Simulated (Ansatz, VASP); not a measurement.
## Two plane-wave programs on Cu

```
CELL_PARAMETERS angstrom
2.52139 0.00000 0.00000
-1.26069 2.18359 0.00000
0.00000 0.00000 8.22539
ATOMIC_POSITIONS crystal
Cu 0.00000 0.00000 0.00000
Cu 0.33333 0.66667 0.25000
Cu 0.00000 0.00000 0.50000
Cu 0.66667 0.33333 0.75000
```

Alike in both runs: functional PBEsol; k mesh 18 × 18 × 5; occupations gaussian, width 0.1 eV; no spin polarisation.

Ansatz relaxed the structure, and its values are those at the end. VASP's run is a single point on that final structure, the one shown.

|  | VASP | Ansatz |
| --- | --- | --- |
| version | VASP 6.6.1 | Ansatz 0.2.0 |
| potentials or method | VASP PAW PBE potentials, release 64 (Cu), cutoff 520 eV | scalar-relativistic, plane waves, PAW |
| valence electrons in the cell | 44 | 76 |

Ansatz gave:

| Item | Value |
| --- | --- |
| gap on the k mesh at the Fermi level (eV) | none |
| pressure (GPa) | 0.0 |

Problem. What did VASP give for the same quantities?

Solution. gap on the k mesh at the Fermi level (eV): none; pressure (GPa): 0.9.

VASP's potentials were made for PBE, not for PBEsol. A gap of «none» marks a metal or a gap that the smearing closes. With one functional, cell and mesh, what is left measures potentials, basis and numerics. VASP's potentials hold 44 valence electrons a cell and Ansatz's 76, so a difference there can come from the potentials and not from the codes.
